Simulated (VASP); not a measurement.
# Ba (P4/mmm) in VASP: a series of runs

Runs on Ba. Level: r2SCAN. Tasks: single point.

Everything below comes from runs of VASP 6.6.1. Logs are shortened: lines on timing, memory, paths and dates and some standing lists are left out, and cuts for length are marked.

### Step 1. The cell of the first run

The structure is tetragonal, space group P4/mmm (No. 123). Conventional cell: a = 3.604 Å, b = 3.604 Å, c = 3.918 Å, α = 90.00°, β = 90.00°, γ = 90.00°. Within 4.7 Å of Ba (site symmetry 4/mmm) lie 6 Ba at 3.60 to 3.92 Å.

### Step 2. Single point, r2SCAN (strain -0.080 along x and y, +0.000 along z)

The input, POSCAR:

```
Ba
1.0
    3.6043001373      0.0000000000      0.0000000000
    0.0000000000      3.6043001373      0.0000000000
    0.0000000000      0.0000000000      3.9177175405
Ba
1
Direct
    0.0000000000      0.0000000000      0.0000000000
```

The input, INCAR.step1:

```
SYSTEM = Ba
  ALGO = Normal
  EDIFF = 1E-4
  ENCUT = 520
  GGA = PE
  ISMEAR = 0
  LASPH = .TRUE.
  LCHARG = .FALSE.
  LREAL = .FALSE.
  LWAVE = .TRUE.
  NBANDS = 11
  NELM = 60
  PREC = Accurate
  SIGMA = 0.15
```

The input, INCAR.step2:

```
SYSTEM = Ba
  ALGO = Normal
  EDIFF = 1E-6
  ENCUT = 520
  ISIF = 2
  ISMEAR = 0
  ISTART = 1
  LASPH = .TRUE.
  LCHARG = .FALSE.
  LMIXTAU = .TRUE.
  LREAL = .FALSE.
  LWAVE = .FALSE.
  METAGGA = R2SCAN
  NBANDS = 11
  NELM = 60
  PREC = Accurate
  SIGMA = 0.15
```

The input, KPOINTS:

```
k-points
0
G
  12 12 12
  0 0 0
```

Potentials or basis: VASP PAW PBE potentials, release 64 (Ba_sv).

Command:

```sh
cat potpaw_PBE.64/Ba_sv/POTCAR > POTCAR
cp INCAR.step1 INCAR
mpirun -np 1 vasp_std > vasp.out
cp INCAR.step2 INCAR
mpirun -np 1 vasp_std > vasp.out
```

OUTCAR:

```text
SYSTEM = Ba
   EDIFF = 1E-6
   ENCUT = 520
   ISIF = 2
   ISMEAR = 0
   ISTART = 1
   LASPH = .TRUE.
   LREAL = .FALSE.
   METAGGA = R2SCAN
   NELM = 60
   PREC = Accurate

 ion  position               nearest neighbor table
   1  0.000  0.000  0.000-

  LATTYP: Found a simple tetragonal cell.
 ALAT       =     3.6043001373
 C/A-ratio  =     1.0869565217

  Lattice vectors:

 A1 = (   3.6043001373,   0.0000000000,   0.0000000000)
 A2 = (   0.0000000000,   3.6043001373,   0.0000000000)
 A3 = (   0.0000000000,   0.0000000000,   3.9177175405)

Analysis of symmetry for initial positions (statically):
=====================================================================
 Subroutine PRICEL returns:
 Original cell was already a primitive cell.

 Routine SETGRP: Setting up the symmetry group for a
 simple tetragonal supercell.

 Subroutine GETGRP returns: Found 16 space group operations
 (whereof 16 operations were pure point group operations)
 out of a pool of 16 trial point group operations.

The static configuration has the point symmetry D_4h.

Analysis of symmetry for dynamics (positions and initial velocities):
=====================================================================
 Subroutine PRICEL returns:
 Original cell was already a primitive cell.

 Routine SETGRP: Setting up the symmetry group for a
 simple tetragonal supercell.

 Subroutine GETGRP returns: Found 16 space group operations
 (whereof 16 operations were pure point group operations)
 out of a pool of 16 trial point group operations.

The dynamic configuration has the point symmetry D_4h.

 Subroutine INISYM returns: Found 16 space group operations
 (whereof 16 operations are pure point group operations),
 and found     1 'primitive' translations

----------------------------------------------------------------------------------------

                                     Primitive cell

  volume of cell :      50.8950

  direct lattice vectors                    reciprocal lattice vectors
     3.604300137  0.000000000  0.000000000     0.277446373  0.000000000  0.000000000
     0.000000000  3.604300137  0.000000000     0.000000000  0.277446373  0.000000000
     0.000000000  0.000000000  3.917717540     0.000000000  0.000000000  0.255250663

  length of vectors
     3.604300137  3.604300137  3.917717540     0.277446373  0.277446373  0.255250663

  position of ions in fractional coordinates (direct lattice)
     0.000000000  0.000000000  0.000000000

  ion indices of the primitive-cell ions
   primitive index   ion index
                 1           1

----------------------------------------------------------------------------------------

 KPOINTS: k-points

Automatic generation of k-mesh.
 Grid dimensions read from file:
 generate k-points for:   12   12   12

 Generating k-lattice:

  Cartesian coordinates                     Fractional coordinates (reciprocal lattice)
     0.023120531  0.000000000  0.000000000     0.083333333  0.000000000  0.000000000
     0.000000000  0.023120531  0.000000000     0.000000000  0.083333333  0.000000000
     0.000000000  0.000000000  0.021270889     0.000000000  0.000000000  0.083333333

  Length of vectors
     0.023120531  0.023120531  0.021270889

  Shift w.r.t. Gamma in fractional coordinates (k-lattice)
     0.000000000  0.000000000  0.000000000

 Subroutine IBZKPT returns following result:
 ===========================================

 Found    196 irreducible k-points:

 Following reciprocal coordinates:
            Coordinates               Weight
  0.000000  0.000000  0.000000      1.000000
  0.083333  0.000000  0.000000      4.000000
  0.166667  0.000000  0.000000      4.000000
  0.250000  0.000000  0.000000      4.000000
  0.333333  0.000000  0.000000      4.000000
  0.416667  0.000000  0.000000      4.000000
[... 16 lines left out ...]
  0.333333  0.333333  0.000000      4.000000
  0.416667  0.333333  0.000000      8.000000
 [... further k-points ...]
   k-points           NKPTS =    196   k-points in BZ     NKDIM =    196   number of bands    NBANDS=     11
   number of dos      NEDOS =    301   number of ions     NIONS =      1
   total plane-waves  NPLWV =  23520
   dimension x,y,z NGX =    28 NGY =   28 NGZ =   30
   dimension x,y,z NGXF=    56 NGYF=   56 NGZF=   60
   ions per type =               1
   NGX,Y,Z   is equivalent  to a cutoff of  12.91, 12.91, 12.73 a.u.
   NGXF,Y,Z  is equivalent  to a cutoff of  25.83, 25.83, 25.46 a.u.
 SYSTEM =  Ba
   PREC   = accura    normal or accurate (medium, high low for compatibility)
   ISTART =      1    job   : 0-new  1-cont  2-samecut
   ICHARG =      0    charge: 1-file 2-atom 10-const
   ISPIN  =      1    spin polarized calculation?
   LNONCOLLINEAR =      F non collinear calculations
   LSORBIT =      F    spin-orbit coupling
   LASPH  =      T    aspherical Exc in radial PAW
   ENCUT  =  520.0 eV  38.22 Ry    6.18 a.u.   6.70  6.70  7.28*2*pi/ulx,y,z
   NELM   =     60;   NELMIN=  2; NELMDL=  0     # of ELM steps
   EDIFF  = 0.1E-05   stopping-criterion for ELM
   LREAL  =      F    real-space projection
   EDIFFG = 0.1E-04   stopping-criterion for IOM
   NSW    =      0    number of steps for IOM
   IBRION =     -1    ionic relax: 0-MD 1-quasi-New 2-CG
   NFREE  =      0    steps in history (QN), initial steepest desc. (CG)
   ISIF   =      2    stress and relaxation
   ISYM   =      2    0-nonsym 1-usesym 2-fastsym
   POTIM  = 0.5000    time-step for ionic-motion
   TEBEG  =    0.0;   TEEND  =   0.0 temperature during run
   PSTRESS=    0.0 pullay stress
   NELECT =      10.0000    total number of electrons
   NUPDOWN=      -1.0000    fix difference up-down
   EMIN   =  10.00;   EMAX   =-10.00  energy-range for DOS
   EFERMI =   0.00;   METHOD = LEGACY
   ISMEAR =     0;   SIGMA  =   0.15  broadening in eV -4-tet -1-fermi 0-gaus
   EFERMI_NEDOS =   21; number of points for ismear=-14 and -15
   IALGO  =     38    algorithm
   IMIX   =      4    mixing-type and parameters
     AMIX     =   0.40;   BMIX     =  1.00
     AMIX_MAG =   1.60;   BMIX_MAG =  1.00
  volume/ion in A,a.u.               =      50.89       343.46
  Fermi-wavevector in a.u.,A,eV,Ry     =   0.951736  1.798520 12.324176  0.905801
  Thomas-Fermi vector in A             =   2.080234
   LORBIT       =      0    0 simple, 1 ext, 2 COOP (PROOUT), +10 PAW based schemes
   METAGGA = R2SCAN    functional components
   LHFCALC =     F    Hartree Fock is set to
   AEXX    =    0.0000 exact exchange contribution
   IVDW    =     0    specifies the selected vdW correction
   LEPSILON=     F    determine dielectric tensor
   LRPA    =     F    only Hartree local field effects (RPA)
 non-spin polarized calculation
 Gauss-broadening in eV      SIGMA  =   0.15
  energy-cutoff  :      520.00
  volume of cell :       50.89
 maximum number of plane-waves:      1400
 NGX is ok and might be reduce to    28
   NGX = 13   NGY = 13   NGZ = 15

 number of electron      10.0000001 magnetization

 Free energy of the ion-electron system (eV)
  ---------------------------------------------------
  ext. energy  EPLUGINS =         0.00000000
  ---------------------------------------------------
  free energy    TOTEN  =       -26.09715588 eV

  energy without entropy =      -26.09037208  energy(sigma->0) =      -26.09376398

 E-fermi :   2.4783     XC(G=0):  -8.5778

 val. band max:        2.4718074684   @ k =   0.5000   0.0833   0.0000
 cond. band min:       2.4804393010   @ k =   0.5000   0.1667   0.1667
 fundamental gap:      0.0086318326
 Fermi energy:         2.4782994984

 k-point     1 :       0.0000    0.0000    0.0000
  band No.  band energies     occupation
      1     -27.6670      2.00000
      2     -12.0314      2.00000
      3     -11.7358      2.00000
      4     -11.7358      2.00000
      5      -0.1989      2.00000
      6       2.4642      1.10568
      7       2.4847      0.95186
      8       8.3675      0.00000
      9       8.3675      0.00000
     10       8.9872      0.00000
     11      10.8193      0.00000

 k-point     2 :       0.0833    0.0000    0.0000
  band No.  band energies     occupation
      1     -27.6560      2.00000
      2     -12.0206      2.00000
      3     -11.8504      2.00000
      4     -11.7259      2.00000
      5      -0.0563      2.00000
      6       2.5190      0.70084
      7       2.6734      0.06592
      8       7.8572      0.00000
      9       8.3949      0.00000
     10       8.5844      0.00000
     11      11.3248      0.00000

 k-point     3 :       0.1667    0.0000    0.0000
  band No.  band energies     occupation
      1     -27.6257      2.00000
      2     -12.1490      2.00000
      3     -11.9909      2.00000
      4     -11.6987      2.00000
      5       0.3174      2.00000
      6       2.6598      0.08703
      7       3.2153      0.00000
      8       6.9421      0.00000
      9       7.7757      0.00000
     10       8.4716      0.00000
     11      10.4578      0.00000

 k-point     4 :       0.2500    0.0000    0.0000
  band No.  band energies     occupation
      1     -27.5837      2.00000
      2     -12.5276      2.00000
      3     -11.9498      2.00000
      4     -11.6611      2.00000
      5       0.8261      2.00000
      6       2.8692      0.00023
      7       3.8959      0.00000
      8       6.0844      0.00000
      9       6.9729      0.00000
     10       8.5807      0.00000
     11       9.6455      0.00000
[... 239 lines left out ...]
 k-point    22 :       0.5000    0.2500    0.0000
  band No.  band energies     occupation
      1     -27.4177      2.00000
      2     -13.0860      2.00000
      3     -12.3177      2.00000
      4     -11.7907      2.00000
      5       1.9629      2.00000
      6       3.2436      0.00000
      7       5.2378      0.00000
      8       5.2378      0.00000
      9       6.4384      0.00000
     10       6.8925      0.00000
     11      10.9454      0.00000

 k-point    23 :       0.3333    0.3333    0.0000
  band No.  band energies     occupation
      1     -27.4188      2.00000
      2     -12.7279      2.00000
      3     -12.6863      2.00000
      4     -11.7922      2.00000
      5       1.6863      2.00000
      6       3.2745      0.00000
      7       5.8355      0.00000
      8       6.1196      0.00000
      9       6.1999      0.00000
     10       6.3224      0.00000
     11      10.0485      0.00000

 k-point    24 :       0.4167    0.3333    0.0000
  band No.  band energies     occupation
      1     -27.3881      2.00000
      2     -12.9404      2.00000
      3     -12.6629      2.00000
      4     -11.7631      2.00000
      5       1.4304      2.00000
      6       3.5083      0.00000
      7       5.5839      0.00000
      8       6.2043      0.00000
      9       6.3429      0.00000
     10       6.7342      0.00000
     11      10.2835      0.00000

 [... further k-points ...]

------------------------ aborting loop because EDIFF is reached ----------------------------------------

  FORCE on cell =-STRESS in cart. coord.  units (eV):
  Direction    XX          YY          ZZ          XY          YZ          ZX
  --------------------------------------------------------------------------------------
  -------------------------------------------------------------------------------------
  Total        1.0427938      1.0427938     -0.0730446      0.0000000     -0.0000000      0.0000000
  in kB       32.8272120     32.8272120     -2.2994477      0.0000000     -0.0000000      0.0000000
  external PRESSURE =      21.1183254 kB  Pullay stress =       0.0000000 kB

 VOLUME and BASIS-vectors are now :
 -----------------------------------------------------------------------------
  energy-cutoff  :      520.00
  volume of cell :       50.89
      direct lattice vectors                 reciprocal lattice vectors
     3.604300137  0.000000000  0.000000000     0.277446373  0.000000000  0.000000000
     0.000000000  3.604300137  0.000000000     0.000000000  0.277446373  0.000000000
     0.000000000  0.000000000  3.917717540     0.000000000  0.000000000  0.255250663

 POSITION                                       TOTAL-FORCE (eV/Angst)
 -----------------------------------------------------------------------------------
      0.00000      0.00000      0.00000         0.000000      0.000000      0.000000
 -----------------------------------------------------------------------------------
    total drift:                               -0.000000      0.000000     -0.000000

  FREE ENERGIE OF THE ION-ELECTRON SYSTEM (eV)
  ---------------------------------------------------
  free  energy   TOTEN  =       -26.0971558835 eV

  energy  without entropy=      -26.0903720809  energy(sigma->0) =      -26.09376398
```

Run time: 5.6 min. Hardware: 1 thread of Intel Xeon 8259CL, shared host; peak memory 0.25 GiB.

What came out:

```
Free energy            : -26.0972 eV
Pressure               : 2.1 GPa
Band gap on the k mesh : zero (bands 5 and 6 overlap by 0.45 eV)
```

Stress tensor (GPa, compression positive):
```
 3.28  0.00  0.00
 0.00  3.28  0.00
 0.00  0.00 -0.23
```

Caveat: the cell differs from its parent crystal (strain -0.080 along x and y, +0.000 along z); the PAW data sets were made with another functional, which shifts forces and pressure a little; spin-orbit coupling is left out, which moves the levels of the heavy elements.

(Continued in part 2 of 3.)
